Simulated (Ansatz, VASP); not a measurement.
**Two plane-wave programs on BN**

```
B N
1.0
     2.50804    0.00000    0.00000
    -1.24671    2.17623    0.00000
    -0.63067   -1.08812    3.02254
B N
1 1
Direct
  0.99097 0.99107 0.99337
  0.65718 0.32482 0.99344
```

Alike in both runs: functional PBE; dispersion D3(BJ); k mesh 12 × 12 × 12; occupations gaussian, width 0.02 eV; no spin polarisation.

Ansatz relaxed the structure, and its values are those at the end. VASP's run is a single point on that final structure, the one shown.

|  | VASP | Ansatz |
| --- | --- | --- |
| version | VASP 6.6.1 | Ansatz 0.2.0 |
| potentials or method | VASP PAW PBE potentials, release 64 (B, N), cutoff 520 eV | scalar-relativistic, plane waves, PAW |
| valence electrons in the cell | 8 | 8 |

Ansatz gave:

| Item | Value |
| --- | --- |
| gap on the k mesh at the Fermi level (eV) | 2.95 |
| least direct gap on the mesh (eV) | 4.52 |
| pressure (GPa) | 0.0 |
| rms of the force components (eV/Å) | 0.005 |

Q: Which values does VASP return?

A: gap on the k mesh at the Fermi level (eV): 2.95; least direct gap on the mesh (eV): 4.51; pressure (GPa): 0.1; rms of the force components (eV/Å): 0.005.

Ansatz's warnings: stress scf threshold loose.
